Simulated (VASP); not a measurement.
# C (P6_3/mmc) in VASP: relaxation of cell and atoms with RPBE

Aim: the relaxation of cell and atoms of C with RPBE.

All numbers are computed with VASP 6.6.1; they aren't measurements. Logs are shortened: lines on timing, memory, paths and dates and some standing lists are left out, and cuts for length are marked.

### 1 The cell of the first run

It takes space group P6_3/mmc (No. 194, hexagonal). Conventional cell: a = 2.464 Å, b = 2.464 Å, c = 6.711 Å, α = 90.00°, β = 90.00°, γ = 120.00°. C (site symmetry -6m2) has 3 C at 1.42 Å within 1.9 Å. C (site symmetry -6m2) has 3 C at 1.42 Å within 1.9 Å.

### 2 Relaxation of cell and atoms, RPBE

Input file INCAR:

```
SYSTEM = C
PREC = Accurate ; ENCUT = 1300
EDIFF = 1E-7 ; ISMEAR = -1
SIGMA = 0.05 ; LREAL = .False.
LASPH = .True. ; NELM = 120
ALGO = Normal ; ISIF = 3
LWAVE = .False. ; LCHARG = .False.
GGA = RP ; IBRION = 2
NSW = 80 ; EDIFFG = -0.01
GGA_COMPAT = .False. ; NELMIN = 4
```

Input file KPOINTS:

```
Automatic mesh
0
Gamma
  8 8 3
  0 0 0
```

Input file POSCAR:

```
C
1.0
    2.4640014744      0.0000000000      0.0000000000
   -1.2320007372      2.1338878718      0.0000000000
    0.0000000000      0.0000000000      6.7110000000
C
4
Direct
    0.0000000000      0.0000000000      0.2500000000
    0.0000000000      0.0000000000      0.7500000000
    0.3333333333      0.6666666667      0.2500000000
    0.6666666667      0.3333333333      0.7500000000
```

Potentials or basis: VASP PAW PBE potentials, release 64 (C_h).

The run is started by

```console
$ cat potpaw_PBE.64/C_h/POTCAR > POTCAR
$ mpirun -np 1 vasp_std > vasp.out
```

OUTCAR:

```text
SYSTEM = C
   PREC = Accurate
   ENCUT = 1300
   EDIFF = 1E-7
   ISMEAR = -1
   LREAL = .False.
   LASPH = .True.
   NELM = 120
   ISIF = 3
   GGA = RP
   IBRION = 2
   NSW = 80
   EDIFFG = -0.01
   NELMIN = 4

 ion  position               nearest neighbor table
   1  0.000  0.000  0.250-   3 1.42   3 1.42   3 1.42
   2  0.000  0.000  0.750-   4 1.42   4 1.42   4 1.42
   3  0.333  0.667  0.250-   1 1.42   1 1.42   1 1.42
   4  0.667  0.333  0.750-   2 1.42   2 1.42   2 1.42

  LATTYP: Found a hexagonal cell.
 ALAT       =     2.4640014744
 C/A-ratio  =     2.7236185001

  Lattice vectors:

 A1 = (   2.4640014744,   0.0000000000,   0.0000000000)
 A2 = (  -1.2320007372,   2.1338878718,   0.0000000000)
 A3 = (   0.0000000000,   0.0000000000,   6.7110000000)

Analysis of symmetry for initial positions (statically):
=====================================================================
 Subroutine PRICEL returns:
 Original cell was already a primitive cell.

 Routine SETGRP: Setting up the symmetry group for a
 hexagonal supercell.

 Subroutine GETGRP returns: Found 24 space group operations
 (whereof 12 operations were pure point group operations)
 out of a pool of 24 trial point group operations.

The static configuration has the point symmetry D_3d.
 The point group associated with its full space group is D_6h.

Analysis of symmetry for dynamics (positions and initial velocities):
=====================================================================
 Subroutine PRICEL returns:
 Original cell was already a primitive cell.

 Routine SETGRP: Setting up the symmetry group for a
 hexagonal supercell.

 Subroutine GETGRP returns: Found 24 space group operations
 (whereof 12 operations were pure point group operations)
 out of a pool of 24 trial point group operations.

The dynamic configuration has the point symmetry D_3d.
 The point group associated with its full space group is D_6h.

 Subroutine INISYM returns: Found 24 space group operations
 (whereof 12 operations are pure point group operations),
 and found     1 'primitive' translations

----------------------------------------------------------------------------------------

                                     Primitive cell

  volume of cell :      35.2858

[... 85 lines left out ...]
   ENCUT  = 1300.0 eV  95.55 Ry    9.77 a.u.   7.24  7.24 19.73*2*pi/ulx,y,z
   NELM   =    120;   NELMIN=  4; NELMDL= -5     # of ELM steps
   EDIFF  = 0.1E-06   stopping-criterion for ELM
   LREAL  =      F    real-space projection
   EDIFFG = -.1E-01   stopping-criterion for IOM
   NSW    =     80    number of steps for IOM
   IBRION =      2    ionic relax: 0-MD 1-quasi-New 2-CG
   NFREE  =      1    steps in history (QN), initial steepest desc. (CG)
   ISIF   =      3    stress and relaxation
   ISYM   =      2    0-nonsym 1-usesym 2-fastsym
   POTIM  = 0.5000    time-step for ionic-motion
   TEBEG  =    0.0;   TEEND  =   0.0 temperature during run
   PSTRESS=    0.0 pullay stress
   NELECT =      16.0000    total number of electrons
   NUPDOWN=      -1.0000    fix difference up-down
   EMIN   =  10.00;   EMAX   =-10.00  energy-range for DOS
   EFERMI =   0.00;   METHOD = LEGACY
   ISMEAR =    -1;   SIGMA  =   0.05  broadening in eV -4-tet -1-fermi 0-gaus
   EFERMI_NEDOS =   21; number of points for ismear=-14 and -15
   IALGO  =     38    algorithm
   IMIX   =      4    mixing-type and parameters
     AMIX     =   0.40;   BMIX     =  1.00
     AMIX_MAG =   1.60;   BMIX_MAG =  1.00
  volume/ion in A,a.u.               =       8.82        59.53
  Fermi-wavevector in a.u.,A,eV,Ry     =   1.257713  2.376733 21.522268  1.581842
  Thomas-Fermi vector in A             =   2.391358
   LORBIT       =      0    0 simple, 1 ext, 2 COOP (PROOUT), +10 PAW based schemes
   GGA     = RP    functional components
   LHFCALC =     F    Hartree Fock is set to
   AEXX    =    0.0000 exact exchange contribution
   IVDW    =     0    specifies the selected vdW correction
   LEPSILON=     F    determine dielectric tensor
   LRPA    =     F    only Hartree local field effects (RPA)
 conjugate gradient relaxation of ions
 non-spin polarized calculation
  energy-cutoff  :     1300.00
  volume of cell :       35.29
 maximum number of plane-waves:      3774
 NGX is ok and might be reduce to    30
   NGX = 15   NGY = 15   NGZ = 39

--------------------------------------- Ionic step        1  -------------------------------------------

 number of electron      16.0000000 magnetization

 Free energy of the ion-electron system (eV)
  ---------------------------------------------------
  ext. energy  EPLUGINS =         0.00000000
  ---------------------------------------------------
  free energy    TOTEN  =       -35.21234092 eV

  energy without entropy =      -35.21234091  energy(sigma->0) =      -35.21234091

------------------------ aborting loop because EDIFF is reached ----------------------------------------

  FORCE on cell =-STRESS in cart. coord.  units (eV):
  Direction    XX          YY          ZZ          XY          YZ          ZX
  --------------------------------------------------------------------------------------
  -------------------------------------------------------------------------------------
  Total        1.1948159      1.1948159      1.2070488      0.0000000      0.0000000      0.0000000
  in kB       54.2515054     54.2515054     54.8069456      0.0000000      0.0000000      0.0000000
  external PRESSURE =      54.4366521 kB  Pullay stress =       0.0000000 kB
[... 700 lines left out ...]
 k-point    20 :       0.3750    0.2500    0.3333
  band No.  band energies     occupation
      1      -8.6005      2.00000
      2      -8.5753      2.00000
      3      -7.6664      2.00000
      4      -7.6562      2.00000
      5      -4.9016      2.00000
      6      -4.8778      2.00000
      7       3.6483      2.00000
      8       3.8565      2.00000
      9       5.7111      0.00000
     10       5.7413      0.00000
     11      15.5806      0.00000
     12      15.6057      0.00000

[... ionic steps 4 to 8 ...]

--------------------------------------- Ionic step        9  -------------------------------------------

 number of electron      16.0000000 magnetization

------------------------ aborting loop because EDIFF is reached ----------------------------------------
[... 71 lines left out ...]
--------------------------------------- Ionic step       11  -------------------------------------------

 number of electron      16.0000000 magnetization

 Free energy of the ion-electron system (eV)
  ---------------------------------------------------
  ext. energy  EPLUGINS =         0.00000000
  ---------------------------------------------------
  free energy    TOTEN  =       -35.34921625 eV

  energy without entropy =      -35.34921624  energy(sigma->0) =      -35.34921624

 E-fermi :   3.2650     XC(G=0):  -8.3857

 val. band max:        2.3303173561   @ k =   0.3750   0.2500   0.0000
 cond. band min:       4.2365292125   @ k =   0.3750   0.2500   0.3333
 fundamental gap:      1.9062118564
 Fermi energy:         3.2650432529
[... 329 lines left out ...]
  FREE ENERGIE OF THE ION-ELECTRON SYSTEM (eV)
  ---------------------------------------------------
  free  energy   TOTEN  =       -35.3492162454 eV

  energy  without entropy=      -35.3492162428  energy(sigma->0) =      -35.34921624

 reached required accuracy - stopping structural energy minimisation
```

CONTCAR:

```text
C
   1.00000000000000
     2.4763125779339781    0.0000000000000000    0.0000000000000000
    -1.2381562889669890    2.1445496002091344    0.0000000000000000
     0.0000000000000000    0.0000000000000000    8.7256688643042590
  C
     4
Direct
     1.0000000000000000    0.0000000000000000    0.2500000000000000
     0.0000000000000000    0.0000000000000000    0.7500000000000000
     0.3333333332999970    0.6666666667000030    0.2500000000000000
     0.6666666667000030    0.3333333332999970    0.7500000000000000

  0.00000000E+00  0.00000000E+00  0.00000000E+00
  0.00000000E+00  0.00000000E+00  0.00000000E+00
  0.00000000E+00  0.00000000E+00  0.00000000E+00
  0.00000000E+00  0.00000000E+00  0.00000000E+00
```

Run time: 2.6 min. Hardware: 1 thread of Intel Xeon 6975P-C (Granite Rapids), shared host; peak memory 0.25 GiB.

Results:

```yaml
Free_energy: -35.3492 eV
Relaxed_volume: 11.58 Å³/atom
Relaxed_cell: a = 2.476 Å, b = 2.476 Å, c = 8.726 Å, α = 90.00°, β = 90.00°, γ = 120.00°
Space_group_after_relaxing_to_0.1_Å: P6_3/mmc (No. 194)
Energy_gained_by_relaxing: 34.2 meV/atom
Ionic_steps: 11
Pressure_after_relaxing: 0.0 GPa
```

The path:
```csv
step,energy change (eV),largest force (eV/Å),pressure (GPa),volume (Å³)
1,0.0000,0.0000,5.44,35.29
2,0.0040,0.0000,-5.93,36.84
3,-0.0118,0.0000,-0.03,36.00
4,-0.0322,0.0000,-0.03,36.65
5,-0.0776,0.0000,0.12,38.62
6,-0.1243,0.0000,0.65,42.55
7,-0.1156,0.0000,1.31,50.33
8,-0.1357,0.0000,1.01,45.41
9,-0.1361,0.0000,1.07,46.03
10,-0.0617,0.0000,-9.49,49.37
11,-0.1369,0.0000,-0.03,46.34
```

Final structure:
```
C
1.0
     2.47631    0.00000    0.00000
    -1.23816    2.14455    0.00000
     0.00000    0.00000    8.72567
C
4
Cartesian
  2.4763 0.0000 2.1814
  0.0000 0.0000 6.5443
  0.0000 1.4297 2.1814
  1.2382 0.7149 6.5443
```

Caveat: the volume moved by over 15 % at a fixed basis, so the end points are rough; this functional lacks dispersion, which binds layers or chains, so the pressure and a relaxed spacing across them are unreliable; the PAW data sets were made with another functional, which shifts forces and pressure a little.
